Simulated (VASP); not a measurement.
# CuO (Pm-3m) in VASP: a series of runs

The runs below take CuO through single point, with PBEsol+U.

Everything below comes from runs of VASP 6.6.1. Logs are shortened: lines on timing, memory, paths and dates and some standing lists are left out, and cuts for length are marked.

### 1 The cell of the first run

It takes space group Pm-3m (No. 221, cubic). Conventional cell: a = 2.553 Å, b = 2.553 Å, c = 2.553 Å, α = 90.00°, β = 90.00°, γ = 90.00°. Cu (site symmetry m-3m) has 8 O at 2.21 Å and 6 Cu at 2.55 Å within 2.9 Å. O (site symmetry m-3m) has 8 Cu at 2.21 Å and 6 O at 2.55 Å within 2.9 Å.

### 2 Single point, PBEsol+U, collinear spin, ferromagnetic start

The input, INCAR:

```
SYSTEM = CuO
PREC     = Accurate       ! precision mode
ENCUT    = 1340           ! plane-wave cutoff, eV
EDIFF    = 1E-6           ! SCF threshold, eV
ISMEAR   = 0              ! smearing method
SIGMA    = 0.05           ! smearing width, eV
LREAL    = .False.        ! projectors in reciprocal space
LASPH    = .True.         ! aspherical terms in the spheres
NELM     = 200            ! most SCF steps
ALGO     = Normal         ! electronic algorithm
ISIF     = 2              ! what is computed and relaxed
LWAVE    = .False.        ! write WAVECAR
LCHARG   = .True.         ! write CHGCAR
ISPIN    = 2              ! spin polarisation
MAGMOM   = 0.4 0.63       ! initial moments
LORBIT   = 11             ! projections on sites
LMAXMIX  = 4              ! l up to which the mixer works
LDAU     = .True.         ! DFT+U
LDAUTYPE = 2            
LDAUL    = 2 -1           ! shell
LDAUU    = 4 0            ! U, eV
LDAUJ    = 0 0          
LDAUPRINT= 1            
GGA      = PS             ! functional
LELF     = .True.         ! ELF
LVHAR    = .True.       
NBANDS   = 24             ! bands
GGA_COMPAT= .False.
```

The input, KPOINTS:

```
Automatic mesh
0
Gamma
  7 7 7
  0 0 0
```

The input, POSCAR:

```
CuO
1.0
    2.5525506100      0.0000000000      0.0000000000
    0.0000000000      2.5525506100      0.0000000000
    0.0000000000      0.0000000000      2.5525506100
Cu O
1 1
Direct
    0.0000000000      0.0000000000      0.0000000000
    0.5000000000      0.5000000000      0.5000000000
```

Potentials or basis: VASP PAW PBE potentials, release 64 (Cu_sv_GW, O_h).

Run with:

```
cat potpaw_PBE.64/Cu_sv_GW/POTCAR potpaw_PBE.64/O_h/POTCAR > POTCAR
mpirun -np 1 vasp_std > vasp.out
```

OUTCAR:

```text
SYSTEM = CuO
   PREC = Accurate
   ENCUT = 1340
   EDIFF = 1E-6
   ISMEAR = 0
   LREAL = .False.
   LASPH = .True.
   NELM = 200
   ISIF = 2
   ISPIN = 2
   LORBIT = 11
   GGA = PS

 ion  position               nearest neighbor table
   1  0.000  0.000  0.000-
   2  0.500  0.500  0.500-

  LATTYP: Found a simple cubic cell.
 ALAT       =     2.5525506100

  Lattice vectors:

 A1 = (   2.5525506100,   0.0000000000,   0.0000000000)
 A2 = (   0.0000000000,   2.5525506100,   0.0000000000)
 A3 = (   0.0000000000,   0.0000000000,   2.5525506100)

Analysis of symmetry for initial positions (statically):
=====================================================================
 Subroutine PRICEL returns:
 Original cell was already a primitive cell.

 Routine SETGRP: Setting up the symmetry group for a
 simple cubic supercell.

 Subroutine GETGRP returns: Found 48 space group operations
 (whereof 48 operations were pure point group operations)
 out of a pool of 48 trial point group operations.

The static configuration has the point symmetry O_h .

Analysis of symmetry for dynamics (positions and initial velocities):
=====================================================================
 Subroutine PRICEL returns:
 Original cell was already a primitive cell.

 Routine SETGRP: Setting up the symmetry group for a
 simple cubic supercell.

 Subroutine GETGRP returns: Found 48 space group operations
 (whereof 48 operations were pure point group operations)
 out of a pool of 48 trial point group operations.

The dynamic configuration has the point symmetry O_h .

Analysis of structural, dynamic, and magnetic symmetry:
=====================================================================
 Subroutine PRICEL returns:
 Original cell was already a primitive cell.

[... 169 lines left out ...]
  o =  0.9257  v =  0.0000  0.0000  0.0000  0.0000  0.0000  0.0000 -0.0000 -0.0401 -0.0000  0.9992      0.0000  0.0000  0.0000  0.0000  0.0000  0.0000  0.0000  0.0000  0.0000  0.0000
  o =  0.9257  v =  0.0000  0.0000  0.0000  0.0000  0.0000  0.0000  0.0000 -0.9992  0.0000 -0.0401      0.0000  0.0000  0.0000  0.0000  0.0000  0.0000  0.0000  0.0000  0.0000  0.0000
  o =  0.9329  v =  0.0000 -0.0000 -0.9997  0.0000  0.0248  0.0000  0.0000  0.0000  0.0000  0.0000      0.0000  0.0000  0.0000  0.0000  0.0000  0.0000  0.0000  0.0000  0.0000  0.0000
  o =  0.9329  v =  0.0000  0.0000  0.0248 -0.0000  0.9997  0.0000  0.0000  0.0000  0.0000  0.0000      0.0000  0.0000  0.0000  0.0000  0.0000  0.0000  0.0000  0.0000  0.0000  0.0000
  o =  0.9632  v =  0.0000 -0.9265  0.0000  0.3762  0.0000  0.0000  0.0000  0.0000  0.0000  0.0000      0.0000  0.0000  0.0000  0.0000  0.0000  0.0000  0.0000  0.0000  0.0000  0.0000
  o =  0.9632  v =  0.0000 -0.3762 -0.0000 -0.9265  0.0000  0.0000  0.0000  0.0000  0.0000  0.0000      0.0000  0.0000  0.0000  0.0000  0.0000  0.0000  0.0000  0.0000  0.0000  0.0000
  o =  0.9632  v =  1.0000  0.0000  0.0000  0.0000  0.0000  0.0000  0.0000  0.0000  0.0000  0.0000      0.0000  0.0000  0.0000  0.0000  0.0000  0.0000  0.0000  0.0000  0.0000  0.0000

 number of electron      24.9999995 magnetization       1.0001814

 Free energy of the ion-electron system (eV)
  ---------------------------------------------------
  ext. energy  EPLUGINS =         0.00000000
  ---------------------------------------------------
  free energy    TOTEN  =        -7.89631246 eV

  energy without entropy =       -7.89475910  energy(sigma->0) =       -7.89553578

 E-fermi :   7.6581     XC(G=0): -14.0098

 val. band max:        7.6434814998   @ k =   0.4286   0.1429   0.0000
 cond. band min:       7.6764388573   @ k =   0.2857   0.2857   0.2857
 fundamental gap:      0.0329573575
 Fermi energy:         7.6580852750

 spin component 1

 k-point     1 :       0.0000    0.0000    0.0000
  band No.  band energies     occupation
      1    -103.3781      1.00000
      2     -60.9107      1.00000
      3     -60.9107      1.00000
      4     -60.9107      1.00000
      5     -12.6367      1.00000
      6       3.2999      1.00000
[... 529 lines left out ...]
     23      51.0569      0.00000
     24      52.8827      0.00000
 Fermi energy:         7.6580852750

 spin component 2

 k-point     1 :       0.0000    0.0000    0.0000
  band No.  band energies     occupation
      1    -102.7780      1.00000
      2     -60.3290      1.00000
      3     -60.3290      1.00000
      4     -60.3290      1.00000
      5     -11.8708      1.00000
      6       3.5792      1.00000
[... 529 lines left out ...]
     23      51.1270      0.00000
     24      53.1759      0.00000

------------------------ aborting loop because EDIFF is reached ----------------------------------------

  FORCE on cell =-STRESS in cart. coord.  units (eV):
  Direction    XX          YY          ZZ          XY          YZ          ZX
  --------------------------------------------------------------------------------------
  -------------------------------------------------------------------------------------
  Total        1.0126607      1.0126607      1.0126607      0.0000000     -0.0000000      0.0000000
  in kB       97.5554310     97.5554310     97.5554310      0.0000000     -0.0000000      0.0000000
  external PRESSURE =      97.5554310 kB  Pullay stress =       0.0000000 kB

 VOLUME and BASIS-vectors are now :
 -----------------------------------------------------------------------------
  energy-cutoff  :     1340.00
  volume of cell :       16.63
      direct lattice vectors                 reciprocal lattice vectors
     2.552550610  0.000000000  0.000000000     0.391765004  0.000000000  0.000000000
     0.000000000  2.552550610  0.000000000     0.000000000  0.391765004  0.000000000
     0.000000000  0.000000000  2.552550610     0.000000000  0.000000000  0.391765004

 POSITION                                       TOTAL-FORCE (eV/Angst)
 -----------------------------------------------------------------------------------
      0.00000      0.00000      0.00000         0.000000      0.000000      0.000000
      1.27628      1.27628      1.27628         0.000000      0.000000      0.000000
 -----------------------------------------------------------------------------------
    total drift:                                0.000000     -0.000000     -0.000000

  FREE ENERGIE OF THE ION-ELECTRON SYSTEM (eV)
  ---------------------------------------------------
  free  energy   TOTEN  =        -7.8963124581 eV

  energy  without entropy=       -7.8947590977  energy(sigma->0) =       -7.89553578

 total charge

# of ion       s       p       d       f       tot
--------------------------------------------------
    1        2.186   6.316   9.011   0.009  17.522
    2        1.076   2.219   0.000   0.000   3.295
--------------------------------------------------
tot          3.261   8.535   9.011   0.009  20.817

 magnetization (x)

# of ion       s       p       d       f       tot
--------------------------------------------------
    1       -0.011  -0.014   0.473   0.000   0.448
    2        0.007   0.387   0.000   0.000   0.394
--------------------------------------------------
tot         -0.004   0.373   0.473   0.000   0.842
```

stdout:

```text
POSCAR found type information on POSCAR CuO
 POSCAR found :  2 types and       2 ions
 scaLAPACK will be used
 -----------------------------------------------------------------------------
|                                                                             |
|                                                                             |
|     You enforced a specific xc type in the INCAR file but a different       |
|     I HOPE YOU KNOW WHAT YOU ARE DOING!                                     |
|                                                                             |
 -----------------------------------------------------------------------------

 LDA part: xc-table for (Slater+PW92), standard interpolation
 POSCAR, INCAR and KPOINTS ok, starting setup
 FFT: planning ... GRIDC
 FFT: planning ... GRID_SOFT
 FFT: planning ... GRID
 WAVECAR not read
 entering main loop
```

Run time: 36 s. Hardware: 1 thread of Intel Xeon 6975P-C (Granite Rapids), shared host; peak memory 0.24 GiB.

What came out:

```yaml
Free_energy: -7.8963 eV
Pressure: 9.8 GPa
Band_gap_on_the_k_mesh: zero (filled and empty bands overlap)
Net_moment: 1.00 μB per cell
Site_moments: Cu +0.45; O +0.39 μB
Valence_electrons_inside_the_program's_atomic_spheres: Cu 17.52; O 3.29
```

Eigenvalues of the final occupation matrices:
```tsv
site	spin	trace	eigenvalues
site 1 d	1	4.76	0.93 0.93 0.96 0.96 0.96
site 1 d	2	4.28	0.81 0.81 0.81 0.93 0.93
```

Caveat: the cell stands under pressure; the PAW data sets were made with another functional, which shifts forces and pressure a little; a cell with one magnetic atom can't hold antiferromagnetic order, which such compounds often take. The state reached can hang on the start; a lower one may exist.

### 3 Single point, PBEsol+U, collinear spin

The input, INCAR:

```
SYSTEM = CuO
PREC = Accurate
ENCUT = 1340
EDIFF = 1E-6
ISMEAR = 0
SIGMA = 0.05
LREAL = .False.
LASPH = .True.
NELM = 200
ALGO = Normal
ISIF = 2
LWAVE = .False.
LCHARG = .True.
ISPIN = 2
MAGMOM = 1 0
LORBIT = 11
LMAXMIX = 4
LDAU = .True.
LDAUTYPE = 2
LDAUL = 2 -1
LDAUU = 4 0
LDAUJ = 0 0
LDAUPRINT = 1
GGA = PS
LELF = .True.
LVHAR = .True.
NBANDS = 24
GGA_COMPAT = .False.
```

The input, KPOINTS:

```
regular mesh
0
Gamma
  7 7 7
  0 0 0
```

POSCAR is that of step 2.

Potentials or basis: VASP PAW PBE potentials, release 64 (Cu_sv_GW, O_h).

Run with:

```
cat potpaw_PBE.64/Cu_sv_GW/POTCAR potpaw_PBE.64/O_h/POTCAR > POTCAR
mpirun -np 1 vasp_std > vasp.out
```

Run time: 72 s. Hardware: 1 thread of AMD EPYC 7R13 (Zen 3), shared host; peak memory 0.21 GiB.

The run converged. Its results:

* Free energy: -7.8963 eV
* Pressure: 9.7 GPa
* Band gap on the k mesh: zero (filled and empty bands overlap)
* Net moment: 1.00 μB per cell
* Site moments: Cu +0.45; O +0.39 μB
* Valence electrons inside the program's atomic spheres: Cu 17.52; O 3.29

Levels at points of the mesh, in eV from the Fermi level:
Spin up:
```tsv
k point	band 10	band 11	band 12	band 13	band 14	band 15	band 16	band 17
(0.00, 0.00, 0.00)	-2.74	-2.44	-2.44	-2.44	1.44	16.02	16.02	21.14
```
Spin down:
```
           k point  band 9  band 10  band 11  band 12  band 13  band 14  band 15  band 16
(0.00, 0.00, 0.00)   -1.51    -1.51    -1.49    -1.49    -1.49     1.75    16.10    16.10
```

Eigenvalues of the final occupation matrices:
| site | spin | trace | eigenvalues |
| --- | --- | --- | --- |
| site 1 d | 1 | 4.76 | 0.93 0.93 0.96 0.96 0.96 |
| site 1 d | 2 | 4.28 | 0.81 0.81 0.81 0.93 0.93 |

Caveat: the cell stands under pressure; the PAW data sets were made with another functional, which shifts forces and pressure a little; a cell with one magnetic atom can't hold antiferromagnetic order, which such compounds often take.

The gap in the log of VASP goes by the Fermi energy; the results here count the filled bands.